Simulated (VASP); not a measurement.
# WS in VASP: further runs

Runs on WS. Level: PBE+U. Tasks: single point.

All numbers are computed with VASP 6.6.1; they aren't measurements. Logs are shortened: lines on timing, memory, paths and dates and some standing lists are left out, and cuts for length are marked.

## 1. The cell of the first run

Symmetry: I4/mmm, No. 139, tetragonal system. The conventional cell has a = 3.820 Å, b = 3.820 Å, c = 5.554 Å, α = 90.00°, β = 90.00°, γ = 90.00°. W (site symmetry 4/mmm) has 6 S at 2.70 to 2.78 Å within 3.6 Å. S (site symmetry 4/mmm) has 6 W at 2.70 to 2.78 Å within 3.6 Å.

## 2. Single point, PBE+U, collinear spin

INCAR reads:

```
SYSTEM = WS
ALGO = Normal
EDIFF = 1E-6
ENCUT = 520
GGA = PE
ISIF = 2
ISMEAR = 0
ISPIN = 2
LASPH = .True.
LCHARG = .True.
LDAU = .True.
LDAUJ = 0 0
LDAUL = 2 -1
LDAUPRINT = 1
LDAUTYPE = 2
LDAUU = 6.2 0
LELF = .True.
LMAXMIX = 4
LORBIT = 11
LREAL = .False.
LVHAR = .True.
LWAVE = .False.
MAGMOM = 1 -1 0 0
NBANDS = 32
NELM = 150
PREC = Accurate
SIGMA = 0.1
```

KPOINTS reads:

```
k-points
0
Gamma
  14 14 7
  0 0 0
```

POSCAR reads:

```
WS
1.0
    0.0000000000      2.7014683637      2.7014683637
    5.5542551141      2.7014683637      2.7014683637
    5.5542551141      5.4029367274      0.0000000000
W S
2 2
Direct
    0.0000000000      1.0000000000      1.0000000000
    0.0000000000      1.0000000000      0.5000000000
    0.5000000000      0.5000000000      0.0000000000
    0.5000000000      0.5000000000      0.5000000000
```

Potentials or basis: VASP PAW PBE potentials, release 64 (W_sv, S).

Started as:

```console
$ cat potpaw_PBE.64/W_sv/POTCAR potpaw_PBE.64/S/POTCAR > POTCAR
$ mpirun -np 1 vasp_std > vasp.out
```

OUTCAR:

```text
SYSTEM = WS
   EDIFF = 1E-6
   ENCUT = 520
   GGA = PE
   ISIF = 2
   ISMEAR = 0
   ISPIN = 2
   LASPH = .True.
   LORBIT = 11
   LREAL = .False.
   NELM = 150
   PREC = Accurate

 ion  position               nearest neighbor table
   1  0.000  0.000  0.000-   4 2.70   4 2.70   4 2.70   4 2.70   3 2.78   3 2.78
   2  0.000  0.000  0.500-   3 2.70   3 2.70   3 2.70   3 2.70   4 2.78   4 2.78
   3  0.500  0.500  0.000-   2 2.70   2 2.70   2 2.70   2 2.70   1 2.78   1 2.78
   4  0.500  0.500  0.500-   1 2.70   1 2.70   1 2.70   1 2.70   2 2.78   2 2.78

  LATTYP: Found a simple tetragonal cell.
 ALAT       =     3.8204531983
 C/A-ratio  =     1.4538210065

  Lattice vectors:

 A1 = (   0.0000000000,  -2.7014683637,   2.7014683637)
 A2 = (   0.0000000000,  -2.7014683637,  -2.7014683637)
 A3 = (   5.5542551141,  -0.0000000000,   0.0000000000)

Analysis of symmetry for initial positions (statically):
=====================================================================
 Subroutine PRICEL returns following result:

  LATTYP: Found a body centered tetragonal cell.
 ALAT       =     3.8204531983
 C/A-ratio  =     1.4538210065
[... 12 lines left out ...]
 Subroutine GETGRP returns: Found 16 space group operations
 (whereof 16 operations were pure point group operations)
 out of a pool of 16 trial point group operations.

The static configuration has the point symmetry D_4h.

Analysis of symmetry for dynamics (positions and initial velocities):
=====================================================================
 Subroutine PRICEL returns following result:

  LATTYP: Found a body centered tetragonal cell.
 ALAT       =     3.8204531983
 C/A-ratio  =     1.4538210065
[... 12 lines left out ...]
 Subroutine GETGRP returns: Found 16 space group operations
 (whereof 16 operations were pure point group operations)
 out of a pool of 16 trial point group operations.

The dynamic configuration has the point symmetry D_4h.

Analysis of structural, dynamic, and magnetic symmetry:
=====================================================================
 Subroutine PRICEL returns following result:

  LATTYP: Found a body centered tetragonal cell.
 ALAT       =     3.8204531983
 C/A-ratio  =     1.4538210065
[... 12 lines left out ...]
 Subroutine GETGRP returns: Found 16 space group operations
 (whereof 16 operations were pure point group operations)
 out of a pool of 16 trial point group operations.

The overall configuration has the point symmetry D_4h.

 Subroutine INISYM returns: Found 16 space group operations
 (whereof 16 operations are pure point group operations),
 and found     2 'primitive' translations

----------------------------------------------------------------------------------------

                                     Primitive cell

  volume of cell :      40.5346

  direct lattice vectors                    reciprocal lattice vectors
     2.777127557  0.000000000  2.701468364     0.180042144  0.185084529  0.185084529
     2.777127557  0.000000000 -2.701468364     0.180042144  0.185084529 -0.185084529
    -2.777127557  2.701468364  0.000000000     0.000000000  0.370169058  0.000000000

  length of vectors
[... 138 lines left out ...]
spin component  2

  0.0188 -0.0000 -0.0000  0.0000 -0.0000
 -0.0000  0.0214  0.0000  0.0000  0.0000
 -0.0000  0.0000  0.0801 -0.0000  0.0060
  0.0000  0.0000 -0.0000  0.0188  0.0000
 -0.0000  0.0000  0.0060  0.0000  0.0732

 occupancies and eigenvectors

  o =  0.0188  v =  0.0000  0.0000  0.0000  0.0000  0.0000  1.0000  0.0000  0.0000 -0.0042  0.0000      0.0000  0.0000  0.0000  0.0000  0.0000  0.0000  0.0000  0.0000  0.0000  0.0000
  o =  0.0188  v =  0.0000  0.0000  0.0000  0.0000  0.0000  0.0042  0.0000  0.0000  1.0000  0.0000      0.0000  0.0000  0.0000  0.0000  0.0000  0.0000  0.0000  0.0000  0.0000  0.0000
  o =  0.0214  v =  0.0000  0.0000  0.0000  0.0000  0.0000  0.0000 -1.0000  0.0000  0.0000  0.0000      0.0000  0.0000  0.0000  0.0000  0.0000  0.0000  0.0000  0.0000  0.0000  0.0000
  o =  0.0698  v =  0.0000  0.0000  0.0000  0.0000  0.0000 -0.0000  0.0000  0.5000 -0.0000 -0.8660      0.0000  0.0000  0.0000  0.0000  0.0000  0.0000  0.0000  0.0000  0.0000  0.0000
  o =  0.0836  v =  0.0000  0.0000  0.0000  0.0000  0.0000  0.0000 -0.0000 -0.8660  0.0000 -0.5000      0.0000  0.0000  0.0000  0.0000  0.0000  0.0000  0.0000  0.0000  0.0000  0.0000
  o =  0.3063  v =  0.0000  0.0000  0.8660 -0.0000  0.5000  0.0000  0.0000  0.0000  0.0000  0.0000      0.0000  0.0000  0.0000  0.0000  0.0000  0.0000  0.0000  0.0000  0.0000  0.0000
  o =  0.5695  v =  0.0000 -0.0000 -0.5000  0.0000  0.8660  0.0000  0.0000  0.0000  0.0000  0.0000      0.0000  0.0000  0.0000  0.0000  0.0000  0.0000  0.0000  0.0000  0.0000  0.0000
  o =  0.7602  v =  1.0000  0.0000  0.0000  0.0000  0.0000  0.0000  0.0000  0.0000  0.0000  0.0000      0.0000  0.0000  0.0000  0.0000  0.0000  0.0000  0.0000  0.0000  0.0000  0.0000
  o =  0.7602  v =  0.0000 -0.0000  0.0000  1.0000  0.0000  0.0000  0.0000  0.0000  0.0000  0.0000      0.0000  0.0000  0.0000  0.0000  0.0000  0.0000  0.0000  0.0000  0.0000  0.0000
  o =  0.7895  v =  0.0000 -1.0000  0.0000 -0.0000 -0.0000  0.0000  0.0000  0.0000  0.0000  0.0000      0.0000  0.0000  0.0000  0.0000  0.0000  0.0000  0.0000  0.0000  0.0000  0.0000

atom =   2  type =  1  l = 2

 onsite density matrix

spin component  1

  0.0188 -0.0000 -0.0000 -0.0000 -0.0000
 -0.0000  0.0214  0.0000  0.0000  0.0000
 -0.0000  0.0000  0.0801 -0.0000  0.0060
 -0.0000  0.0000 -0.0000  0.0188 -0.0000
 -0.0000  0.0000  0.0060 -0.0000  0.0732

spin component  2

  0.7602 -0.0000 -0.0000 -0.0000  0.0000
 -0.0000  0.7895  0.0000  0.0000  0.0000
 -0.0000  0.0000  0.3721 -0.0000 -0.1140
 -0.0000  0.0000 -0.0000  0.7602 -0.0000
  0.0000  0.0000 -0.1140 -0.0000  0.5037

 occupancies and eigenvectors

  o =  0.0188  v =  1.0000  0.0000  0.0000  0.0063  0.0000  0.0000  0.0000  0.0000  0.0000  0.0000      0.0000  0.0000  0.0000  0.0000  0.0000  0.0000  0.0000  0.0000  0.0000  0.0000
  o =  0.0188  v =  0.0063  0.0000 -0.0000 -1.0000  0.0000  0.0000  0.0000  0.0000  0.0000  0.0000      0.0000  0.0000  0.0000  0.0000  0.0000  0.0000  0.0000  0.0000  0.0000  0.0000
  o =  0.0214  v = -0.0000  1.0000  0.0000 -0.0000  0.0000  0.0000  0.0000  0.0000  0.0000  0.0000      0.0000  0.0000  0.0000  0.0000  0.0000  0.0000  0.0000  0.0000  0.0000  0.0000
  o =  0.0698  v = -0.0000  0.0000  0.5000 -0.0000 -0.8660  0.0000  0.0000  0.0000  0.0000  0.0000      0.0000  0.0000  0.0000  0.0000  0.0000  0.0000  0.0000  0.0000  0.0000  0.0000
  o =  0.0836  v =  0.0000  0.0000 -0.8660  0.0000 -0.5000  0.0000  0.0000  0.0000  0.0000  0.0000      0.0000  0.0000  0.0000  0.0000  0.0000  0.0000  0.0000  0.0000  0.0000  0.0000
  o =  0.3063  v =  0.0000  0.0000  0.0000  0.0000  0.0000  0.0000 -0.0000  0.8660  0.0000  0.5000      0.0000  0.0000  0.0000  0.0000  0.0000  0.0000  0.0000  0.0000  0.0000  0.0000
  o =  0.5695  v =  0.0000  0.0000  0.0000  0.0000  0.0000  0.0000 -0.0000 -0.5000  0.0000  0.8660      0.0000  0.0000  0.0000  0.0000  0.0000  0.0000  0.0000  0.0000  0.0000  0.0000
  o =  0.7602  v =  0.0000  0.0000  0.0000  0.0000  0.0000  1.0000  0.0000  0.0000  0.0000  0.0000      0.0000  0.0000  0.0000  0.0000  0.0000  0.0000  0.0000  0.0000  0.0000  0.0000
  o =  0.7602  v =  0.0000  0.0000  0.0000  0.0000  0.0000  0.0000  0.0000 -0.0000  1.0000 -0.0000      0.0000  0.0000  0.0000  0.0000  0.0000  0.0000  0.0000  0.0000  0.0000  0.0000
  o =  0.7895  v =  0.0000  0.0000  0.0000  0.0000  0.0000  0.0000 -1.0000 -0.0000  0.0000 -0.0000      0.0000  0.0000  0.0000  0.0000  0.0000  0.0000  0.0000  0.0000  0.0000  0.0000

 number of electron      39.9999999 magnetization       0.0000000

 Free energy of the ion-electron system (eV)
  ---------------------------------------------------
  ext. energy  EPLUGINS =         0.00000000
  ---------------------------------------------------
  free energy    TOTEN  =       -20.81152682 eV

  energy without entropy =      -20.80472728  energy(sigma->0) =      -20.80812705

 E-fermi :   8.0124     XC(G=0): -10.8279

 val. band max:        7.9982753435   @ k =   0.0000   0.0000   0.0000
 cond. band min:       8.0330585473   @ k =  -0.3571   0.2143   0.0000
 fundamental gap:      0.0347832038
 Fermi energy:         8.0123896242

 spin component 1

 k-point     1 :       0.0000    0.0000    0.0000
  band No.  band energies     occupation
      1     -67.3832      1.00000
      2     -65.9747      1.00000
      3     -31.8771      1.00000
      4     -31.8771      1.00000
      5     -31.7492      1.00000
      6     -30.0101      1.00000
[... 1673 lines left out ...]
     31      15.2101      0.00000
     32      15.8184      0.00000

 [... further k-points ...]

------------------------ aborting loop because EDIFF is reached ----------------------------------------

  FORCE on cell =-STRESS in cart. coord.  units (eV):
  Direction    XX          YY          ZZ          XY          YZ          ZX
  --------------------------------------------------------------------------------------
  -------------------------------------------------------------------------------------
  Total       -2.4353716     -1.3462489     -1.3462489     -0.0000000     -0.0000000      0.0000000
  in kB      -48.1304839    -26.6060474    -26.6060474     -0.0000000     -0.0000000      0.0000000
  external PRESSURE =     -33.7808595 kB  Pullay stress =       0.0000000 kB

 VOLUME and BASIS-vectors are now :
 -----------------------------------------------------------------------------
  energy-cutoff  :      520.00
  volume of cell :       81.07
      direct lattice vectors                 reciprocal lattice vectors
     0.000000000  2.701468364  2.701468364    -0.180042144  0.185084529  0.185084529
     5.554255114  2.701468364  2.701468364     0.180042144 -0.185084529  0.185084529
     5.554255114  5.402936727  0.000000000     0.000000000  0.185084529 -0.185084529

 POSITION                                       TOTAL-FORCE (eV/Angst)
 -----------------------------------------------------------------------------------
      0.00000      0.00000      0.00000         0.000000     -0.000000      0.000000
      2.77713      2.70147      0.00000         0.000000      0.000000     -0.000000
      2.77713      2.70147      2.70147        -0.000000     -0.000000     -0.000000
      5.55426      5.40294      2.70147         0.000000      0.000000      0.000000
 -----------------------------------------------------------------------------------
    total drift:                               -0.000000      0.000000      0.000000

  FREE ENERGIE OF THE ION-ELECTRON SYSTEM (eV)
  ---------------------------------------------------
  free  energy   TOTEN  =       -20.8115268212 eV

  energy  without entropy=      -20.8047272826  energy(sigma->0) =      -20.80812705

 total charge

# of ion       s       p       d       tot
------------------------------------------
    1        2.280   6.091   3.358  11.729
    2        2.280   6.091   3.358  11.729
    3        1.327   2.362   0.000   3.689
    4        1.327   2.362   0.000   3.689
--------------------------------------------------
tot          7.215  16.905   6.716  30.836

 magnetization (x)

# of ion       s       p       d       tot
------------------------------------------
    1        0.113   0.028   2.943   3.084
    2       -0.113  -0.028  -2.943  -3.084
    3        0.001   0.014   0.000   0.015
    4       -0.001  -0.014   0.000  -0.015
--------------------------------------------------
tot          0.000   0.000   0.000   0.000
```

Wall time 32 min (1 thread of Oxide Virtual Turin-like, shared host); peak memory 0.67 GiB.

Results:

* Free energy: -20.8115 eV
* Pressure: -3.4 GPa
* Band gap on the k mesh: zero (filled and empty bands overlap)
* Net moment: 0.00 μB per cell
* Site moments: W +3.08, -3.08; S +0.01, -0.01 μB
* Valence electrons inside the program's atomic spheres: W 11.73; S 3.69

Stress tensor (GPa, compression positive):
```
-4.81  0.00  0.00
 0.00 -2.66  0.00
 0.00  0.00 -2.66
```

Eigenvalues of the final occupation matrices:
| site | spin | trace | eigenvalues |
| --- | --- | --- | --- |
| site 1 d | 1 | 3.19 | 0.31 0.57 0.76 0.76 0.79 |
| site 1 d | 2 | 0.21 | 0.02 0.02 0.02 0.07 0.08 |
| site 2 d | 1 | 0.21 | 0.02 0.02 0.02 0.07 0.08 |
| site 2 d | 2 | 3.19 | 0.31 0.57 0.76 0.76 0.79 |

Caveat: the cell stands under tension; spin-orbit coupling is left out, which moves the levels of the heavy elements.

## 3. Single point, PBE+U, collinear spin

This run uses another cell than the first one, of 20.62 Å³/atom.

INCAR reads:

```
SYSTEM = WS
  PREC = Accurate
  ENCUT = 520
  EDIFF = 1E-6
  ISMEAR = 0
  SIGMA = 0.1
  LREAL = .False.
  LASPH = .True.
  NELM = 150
  ALGO = Normal
  ISIF = 2
  LWAVE = .False.
  LCHARG = .False.
  ISPIN = 2
  MAGMOM = 1 -1 0 0
  LORBIT = 11
  LMAXMIX = 4
  LDAU = .True.
  LDAUTYPE = 2
  LDAUL = 2 -1
  LDAUU = 6.2 0
  LDAUJ = 0 0
  LDAUPRINT = 1
  GGA = PE
  NBANDS = 32
```

KPOINTS reads:

```
Automatic mesh
0
Gamma
  14 14 7
  0 0 0
```

POSCAR reads:

```
WS
1.0
    0.0000000000      2.7419823685      2.7419823685
    5.4839647370      2.7419823685      2.7419823685
    5.4839647370      5.4839647370      0.0000000000
W S
2 2
Direct
    0.0000000000      1.0000000000      1.0000000000
    0.0000000000      1.0000000000      0.5000000000
    0.5000000000      0.5000000000      0.0000000000
    0.5000000000      0.5000000000      0.5000000000
```

Potentials or basis: VASP PAW PBE potentials, release 64 (W_sv, S).

Started as:

```console
$ cat potpaw_PBE.64/W_sv/POTCAR potpaw_PBE.64/S/POTCAR > POTCAR
$ mpirun -np 1 vasp_std > vasp.out
```

OUTCAR:

```text
SYSTEM = WS
   PREC = Accurate
   ENCUT = 520
   EDIFF = 1E-6
   ISMEAR = 0
   LREAL = .False.
   LASPH = .True.
   NELM = 150
   ISIF = 2
   ISPIN = 2
   LORBIT = 11
   GGA = PE

 ion  position               nearest neighbor table
   1  0.000  0.000  0.000-   4 2.74   3 2.74   4 2.74   3 2.74   4 2.74   4 2.74
   2  0.000  0.000  0.500-   3 2.74   3 2.74   4 2.74   4 2.74   3 2.74   3 2.74
   3  0.500  0.500  0.000-   2 2.74   1 2.74   2 2.74   1 2.74   2 2.74   2 2.74
   4  0.500  0.500  0.500-   1 2.74   1 2.74   2 2.74   2 2.74   1 2.74   1 2.74

  LATTYP: Found a simple tetragonal cell.
 ALAT       =     3.8777486533
 C/A-ratio  =     1.4142135624

  Lattice vectors:

 A1 = (   0.0000000000,  -2.7419823685,   2.7419823685)
 A2 = (   0.0000000000,  -2.7419823685,  -2.7419823685)
 A3 = (   5.4839647370,   0.0000000000,   0.0000000000)

Analysis of symmetry for initial positions (statically):
=====================================================================
 Subroutine PRICEL returns following result:

  LATTYP: Found a face centered cubic cell.
 ALAT       =     5.4839647370
[... 1984 lines left out ...]
  --------------------------------------------------------------------------------------
  -------------------------------------------------------------------------------------
  Total       -1.9286514     -2.5494554     -2.5494554      0.0000000     -0.0000000     -0.0000000
  in kB      -37.4723008    -49.5340732    -49.5340732      0.0000000     -0.0000000     -0.0000000
  external PRESSURE =     -45.5134824 kB  Pullay stress =       0.0000000 kB

 VOLUME and BASIS-vectors are now :
 -----------------------------------------------------------------------------
  energy-cutoff  :      520.00
  volume of cell :       82.46
      direct lattice vectors                 reciprocal lattice vectors
     0.000000000  2.741982368  2.741982368    -0.182349823  0.182349823  0.182349823
     5.483964737  2.741982368  2.741982368     0.182349823 -0.182349823  0.182349823
     5.483964737  5.483964737  0.000000000     0.000000000  0.182349823 -0.182349823

 POSITION                                       TOTAL-FORCE (eV/Angst)
 -----------------------------------------------------------------------------------
      0.00000      0.00000      0.00000         0.000000     -0.000000      0.000000
      2.74198      2.74198      0.00000        -0.000000      0.000000      0.000000
      2.74198      2.74198      2.74198        -0.000000      0.000000      0.000000
      5.48396      5.48396      2.74198        -0.000000      0.000000     -0.000000
 -----------------------------------------------------------------------------------
    total drift:                               -0.000000      0.000000      0.000000

  FREE ENERGIE OF THE ION-ELECTRON SYSTEM (eV)
  ---------------------------------------------------
  free  energy   TOTEN  =       -20.7825107733 eV

  energy  without entropy=      -20.7780237827  energy(sigma->0) =      -20.78026728

 total charge

# of ion       s       p       d       tot
------------------------------------------
    1        2.282   6.086   3.347  11.715
    2        2.282   6.086   3.347  11.715
    3        1.329   2.352   0.000   3.681
    4        1.329   2.352   0.000   3.681
--------------------------------------------------
tot          7.222  16.876   6.695  30.792

 magnetization (x)

# of ion       s       p       d       tot
------------------------------------------
    1        0.116   0.028   2.957   3.101
    2       -0.116  -0.028  -2.957  -3.101
    3       -0.002   0.018   0.000   0.016
    4        0.002  -0.018   0.000  -0.016
--------------------------------------------------
tot          0.000   0.000   0.000   0.000
```

Run time: 28 min. Hardware: 1 thread of Oxide Virtual Turin-like, shared host; peak memory 0.68 GiB.

Results:

```
Free energy                                           : -20.7825 eV
Pressure                                              : -4.6 GPa
Band gap on the k mesh                                : zero (filled and empty bands overlap)
Net moment                                            : 0.00 μB per cell
Site moments                                          : W +3.10, -3.10; S +0.02, -0.02 μB
Valence electrons inside the program's atomic spheres : W 11.71; S 3.68
```

Stress tensor (GPa, compression positive):
```
-3.75  0.00  0.00
 0.00 -4.95  0.00
 0.00  0.00 -4.95
```

Eigenvalues of the final occupation matrices:
```csv
site,spin,trace,eigenvalues
site 1 d,1,3.19,0.30 0.57 0.76 0.76 0.79
site 1 d,2,0.20,0.01 0.02 0.02 0.07 0.08
site 2 d,1,0.20,0.01 0.02 0.02 0.07 0.08
site 2 d,2,3.19,0.30 0.57 0.76 0.76 0.79
```

Caveat: the cell stands under tension; spin-orbit coupling is left out, which moves the levels of the heavy elements.
